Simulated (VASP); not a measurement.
# Mo (P6_3/mmc) in VASP: notebook

Mo is run at these levels: PBE; tasks: single point, relaxation of cell and atoms.

Program: VASP 6.6.1. These are calculated values, not measurements. Logs are shortened: lines on timing, memory, paths and dates and some standing lists are left out, and cuts for length are marked.

## (1) The cell of the first run

It takes space group P6_3/mmc (No. 194, hexagonal). Conventional cell: a = 2.756 Å, b = 2.756 Å, c = 4.898 Å, α = 90.00°, β = 90.00°, γ = 120.00°. Within 3.6 Å of Mo (site symmetry -6m2) lie 12 Mo at 2.76 to 2.92 Å.

This isn't the form of Mo at room conditions, which is bcc.

## (2) Single point, PBE

Contents of INCAR:

```
SYSTEM = Mo
PREC     = Accurate       ! precision mode
ENCUT    = 520            ! plane-wave cutoff, eV
EDIFF    = 1E-7           ! SCF threshold, eV
ISMEAR   = -1             ! smearing method
SIGMA    = 0.05           ! smearing width, eV
LREAL    = .FALSE.        ! projectors in reciprocal space
LASPH    = .TRUE.         ! aspherical terms in the spheres
NELM     = 80             ! most SCF steps
ALGO     = Normal         ! electronic algorithm
ISIF     = 2              ! what is computed and relaxed
LWAVE    = .FALSE.        ! write WAVECAR
LCHARG   = .TRUE.         ! write CHGCAR
GGA      = PE             ! functional
LELF     = .TRUE.         ! ELF
LVHAR    = .TRUE.       
NBANDS   = 21             ! bands
```

Contents of KPOINTS:

```
regular mesh
0
G
  17 17 9
  0 0 0
```

Contents of POSCAR:

```
Mo
1.0
    2.7564605642      0.0000000000      0.0000000000
   -1.3782302821      2.3871648732      0.0000000000
    0.0000000000      0.0000000000      4.8975145396
Mo
2
Direct
    0.3333333333      0.6666666667      0.2500000000
    0.6666666667      0.3333333333      0.7500000000
```

Potentials or basis: VASP PAW PBE potentials, release 64 (Mo_sv).

Launch:

```
cat potpaw_PBE.64/Mo_sv/POTCAR > POTCAR
mpirun -np 1 vasp_std > vasp.out
```

OUTCAR:

```text
SYSTEM = Mo
   PREC = Accurate
   ENCUT = 520
   EDIFF = 1E-7
   ISMEAR = -1
   LREAL = .FALSE.
   LASPH = .TRUE.
   NELM = 80
   ISIF = 2
   GGA = PE

 ion  position               nearest neighbor table
   1  0.333  0.667  0.250-   2 2.92   2 2.92   2 2.92   2 2.92   2 2.92   2 2.92
   2  0.667  0.333  0.750-   1 2.92   1 2.92   1 2.92   1 2.92   1 2.92   1 2.92

  LATTYP: Found a hexagonal cell.
 ALAT       =     2.7564605642
 C/A-ratio  =     1.7767402891

  Lattice vectors:

 A1 = (   2.7564605642,   0.0000000000,   0.0000000000)
 A2 = (  -1.3782302821,   2.3871648732,   0.0000000000)
 A3 = (   0.0000000000,   0.0000000000,   4.8975145396)

Analysis of symmetry for initial positions (statically):
=====================================================================
 Subroutine PRICEL returns:
 Original cell was already a primitive cell.

 Routine SETGRP: Setting up the symmetry group for a
 hexagonal supercell.

 Subroutine GETGRP returns: Found 24 space group operations
 (whereof 12 operations were pure point group operations)
 out of a pool of 24 trial point group operations.

The static configuration has the point symmetry D_3d.
 The point group associated with its full space group is D_6h.

Analysis of symmetry for dynamics (positions and initial velocities):
=====================================================================
 Subroutine PRICEL returns:
 Original cell was already a primitive cell.

 Routine SETGRP: Setting up the symmetry group for a
 hexagonal supercell.

 Subroutine GETGRP returns: Found 24 space group operations
 (whereof 12 operations were pure point group operations)
 out of a pool of 24 trial point group operations.

The dynamic configuration has the point symmetry D_3d.
 The point group associated with its full space group is D_6h.

 Subroutine INISYM returns: Found 24 space group operations
 (whereof 12 operations are pure point group operations),
 and found     1 'primitive' translations

----------------------------------------------------------------------------------------

                                     Primitive cell

  volume of cell :      32.2263

  direct lattice vectors                    reciprocal lattice vectors
     2.756460564  0.000000000  0.000000000     0.362784076  0.209453484  0.000000000
    -1.378230282  2.387164873  0.000000000     0.000000000  0.418906968  0.000000000
     0.000000000  0.000000000  4.897514540     0.000000000  0.000000000  0.204185203

  length of vectors
[... 80 lines left out ...]
   ENCUT  =  520.0 eV  38.22 Ry    6.18 a.u.   5.13  5.13  9.11*2*pi/ulx,y,z
   NELM   =     80;   NELMIN=  2; NELMDL= -5     # of ELM steps
   EDIFF  = 0.1E-06   stopping-criterion for ELM
   LREAL  =      F    real-space projection
   EDIFFG = 0.1E-05   stopping-criterion for IOM
   NSW    =      0    number of steps for IOM
   IBRION =     -1    ionic relax: 0-MD 1-quasi-New 2-CG
   NFREE  =      0    steps in history (QN), initial steepest desc. (CG)
   ISIF   =      2    stress and relaxation
   ISYM   =      2    0-nonsym 1-usesym 2-fastsym
   POTIM  = 0.5000    time-step for ionic-motion
   TEBEG  =    0.0;   TEEND  =   0.0 temperature during run
   PSTRESS=    0.0 pullay stress
   NELECT =      28.0000    total number of electrons
   NUPDOWN=      -1.0000    fix difference up-down
   EMIN   =  10.00;   EMAX   =-10.00  energy-range for DOS
   EFERMI =   0.00;   METHOD = LEGACY
   ISMEAR =    -1;   SIGMA  =   0.05  broadening in eV -4-tet -1-fermi 0-gaus
   EFERMI_NEDOS =   21; number of points for ismear=-14 and -15
   IALGO  =     38    algorithm
   IMIX   =      4    mixing-type and parameters
     AMIX     =   0.40;   BMIX     =  1.00
     AMIX_MAG =   1.60;   BMIX_MAG =  1.00
  volume/ion in A,a.u.               =      16.11       108.74
  Fermi-wavevector in a.u.,A,eV,Ry     =   1.562155  2.952045 33.202693  2.440329
  Thomas-Fermi vector in A             =   2.665115
   LORBIT       =      0    0 simple, 1 ext, 2 COOP (PROOUT), +10 PAW based schemes
   GGA     = PE    functional components
   LHFCALC =     F    Hartree Fock is set to
   AEXX    =    0.0000 exact exchange contribution
   IVDW    =     0    specifies the selected vdW correction
   LEPSILON=     F    determine dielectric tensor
   LRPA    =     F    only Hartree local field effects (RPA)
 non-spin polarized calculation
  energy-cutoff  :      520.00
  volume of cell :       32.23
 maximum number of plane-waves:       880
 NGX is ok and might be reduce to    24
   NGX = 11   NGY = 11   NGZ = 19

 number of electron      27.9999994 magnetization

 Free energy of the ion-electron system (eV)
  ---------------------------------------------------
  ext. energy  EPLUGINS =         0.00000000
  ---------------------------------------------------
  free energy    TOTEN  =       -21.00873205 eV

  energy without entropy =      -20.98777380  energy(sigma->0) =      -20.99825293

 E-fermi :  11.8160     XC(G=0): -13.1969

 val. band max:       11.8076302412   @ k =   0.3529   0.0588   0.1111
 cond. band min:      11.8182232036   @ k =   0.1176   0.0000   0.3333
 fundamental gap:      0.0105929624
 Fermi energy:        11.8160273686

 k-point     1 :       0.0000    0.0000    0.0000
  band No.  band energies     occupation
      1     -49.0394      2.00000
      2     -48.8846      2.00000
      3     -23.5945      2.00000
      4     -22.5536      2.00000
      5     -22.3907      2.00000
      6     -22.3907      2.00000
[... 565 lines left out ...]
     20      20.8002      0.00000
     21      21.0682      0.00000

 [... further k-points ...]

------------------------ aborting loop because EDIFF is reached ----------------------------------------

  FORCE on cell =-STRESS in cart. coord.  units (eV):
  Direction    XX          YY          ZZ          XY          YZ          ZX
  --------------------------------------------------------------------------------------
  -------------------------------------------------------------------------------------
  Total        0.0997594      0.0997594      0.0785513      0.0000000     -0.0000000      0.0000000
  in kB        4.9596878      4.9596878      3.9052962      0.0000000     -0.0000000      0.0000000
  external PRESSURE =       4.6082239 kB  Pullay stress =       0.0000000 kB

 VOLUME and BASIS-vectors are now :
 -----------------------------------------------------------------------------
  energy-cutoff  :      520.00
  volume of cell :       32.23
      direct lattice vectors                 reciprocal lattice vectors
     2.756460564  0.000000000  0.000000000     0.362784076  0.209453484  0.000000000
    -1.378230282  2.387164873  0.000000000     0.000000000  0.418906968  0.000000000
     0.000000000  0.000000000  4.897514540     0.000000000  0.000000000  0.204185203

 POSITION                                       TOTAL-FORCE (eV/Angst)
 -----------------------------------------------------------------------------------
     -0.00000      1.59144      1.22438         0.000000      0.000000      0.000000
      1.37823      0.79572      3.67314        -0.000000     -0.000000      0.000000
 -----------------------------------------------------------------------------------
    total drift:                               -0.000000      0.000000     -0.000000

  FREE ENERGIE OF THE ION-ELECTRON SYSTEM (eV)
  ---------------------------------------------------
  free  energy   TOTEN  =       -21.0087320519 eV

  energy  without entropy=      -20.9877738020  energy(sigma->0) =      -20.99825293
```

OSZICAR:

```text
N       E                     dE             d eps       ncg     rms          rms(c)
DAV:   1     0.298860573237E+03    0.29886E+03   -0.18072E+04  6954   0.140E+03
DAV:   2    -0.157718391226E+02   -0.31463E+03   -0.30665E+03  7856   0.442E+02
DAV:   3    -0.222004123714E+02   -0.64286E+01   -0.63379E+01  7901   0.647E+01
DAV:   4    -0.222309881874E+02   -0.30576E-01   -0.30552E-01  7600   0.478E+00
DAV:   5    -0.222312086699E+02   -0.22048E-03   -0.22048E-03  7980   0.385E-01    0.189E+01
DAV:   6    -0.211606142802E+02    0.10706E+01   -0.20524E+00  7560   0.124E+01    0.514E+00
DAV:   7    -0.210169980915E+02    0.14362E+00   -0.39675E-01  7980   0.495E+00    0.111E+00
DAV:   8    -0.210086603150E+02    0.83378E-02   -0.91021E-03  7320   0.882E-01    0.254E-01
DAV:   9    -0.210087042025E+02   -0.43887E-04   -0.34455E-04  8361   0.185E-01    0.895E-02
DAV:  10    -0.210087304411E+02   -0.26239E-04   -0.25924E-05  7445   0.459E-02    0.149E-02
DAV:  11    -0.210087323094E+02   -0.18683E-05   -0.35654E-06  7960   0.170E-02    0.508E-03
DAV:  12    -0.210087320879E+02    0.22149E-06   -0.12347E-07  4979   0.313E-03    0.105E-03
DAV:  13    -0.210087320519E+02    0.35978E-07   -0.93856E-09  4180   0.976E-04
   1 F= -.21008732E+02 E0= -.20998253E+02  d E =-.209582E-01
```

Wall time 2.3 min (1 thread of Intel Xeon 8259CL, shared host); peak memory 0.22 GiB.

Results:

| Quantity | Value |
| --- | --- |
| Free energy | -21.0087 eV |
| Pressure | 0.5 GPa |
| Band gap on the k mesh | zero (bands 14 and 15 overlap by 1.81 eV) |

Levels at points of the mesh, in eV from the Fermi level:
| k point | band 11 | band 12 | band 13 | band 14 | band 15 | band 16 | band 17 | band 18 |
| --- | --- | --- | --- | --- | --- | --- | --- | --- |
| (0.00, 0.00, 0.00) | -1.71 | -0.64 | -0.64 | -0.15 | -0.15 | 0.60 | 1.45 | 1.45 |

(Part 1 of 2 ends here.)
